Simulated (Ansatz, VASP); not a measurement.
**Two plane-wave programs on HfO2**

The input INCAR:

```
PREC = Accurate
ENCUT = 600
EDIFF = 1E-7
ISMEAR = -1
SIGMA = 0.02
LREAL = F
LASPH = T
NELM = 100
ALGO = Normal
ISIF = 3
LWAVE = F
LCHARG = F
GGA = PS
IBRION = 2
NSW = 80
EDIFFG = -0.01
```

File KPOINTS:

```
regular mesh
0
Gamma
  6 6 8
```

File POSCAR:

```
HfO2
1.0
    4.8135330000      0.0000000000      0.0000000000
    0.0000000000      4.8135330000      0.0000000000
    0.0000000000      0.0000000000      3.2054150000
Hf O
2 4
Direct
    0.0000000000      0.0000000000      0.0000000000
    0.5000000000      0.5000000000      0.5000000000
    0.1949550000      0.8050450000      0.5000000000
    0.3050450000      0.3050450000      0.0000000000
    0.6949550000      0.6949550000      0.0000000000
    0.8050450000      0.1949550000      0.5000000000
```

Input for Ansatz:

```yaml
crystal:
  lattice:
    - [4.813533, 0.0, 0.0]
    - [0.0, 4.813533, 0.0]
    - [0.0, 0.0, 3.205415]
  atoms:
    - { symbol: Hf, position: [0.0, 0.0, 0.0] }
    - { symbol: Hf, position: [0.5, 0.5, 0.5] }
    - { symbol: O, position: [0.194955, 0.805045, 0.5] }
    - { symbol: O, position: [0.305045, 0.305045, 0.0] }
    - { symbol: O, position: [0.694955, 0.694955, 0.0] }
    - { symbol: O, position: [0.805045, 0.194955, 0.5] }
kpoints:
  mp_grid:
    grid: [6, 6, 8]
hamiltonian:
  xc: pbesol
  dispersion: none
scf:
  occupations:
    method: fermi_dirac
    width: 0.02
relax:
  max_steps: 60
  cell: {}
```

Alike in both runs: task relaxation of cell and atoms; functional PBEsol; k mesh 6 × 6 × 8; occupations fermi-dirac, width 0.02 eV; no spin polarisation.

```csv
,VASP,Ansatz
version,VASP 6.6.1,Ansatz 0.2.0
potentials or method,"VASP PAW PBE potentials, release 64 (Hf_pv, O)","plane waves, PAW"
plane-wave cutoff (eV),600,420
valence electrons in the cell,44,76
```

Ansatz gave:

* relaxed volume (Å³/atom): 12.48
* relaxed cell length with the largest relative difference (Å): 4.830

Problem. Estimate VASP's values.

Solution. Relaxed volume (Å³/atom): 12.32; relaxed cell length with the largest relative difference (Å): 4.808.

VASP's potentials were made for PBE, not for PBEsol. VASP's potentials hold 44 valence electrons a cell and Ansatz's 76, so a difference there can come from the potentials and not from the codes.

Neither program's run includes spin-orbit coupling.
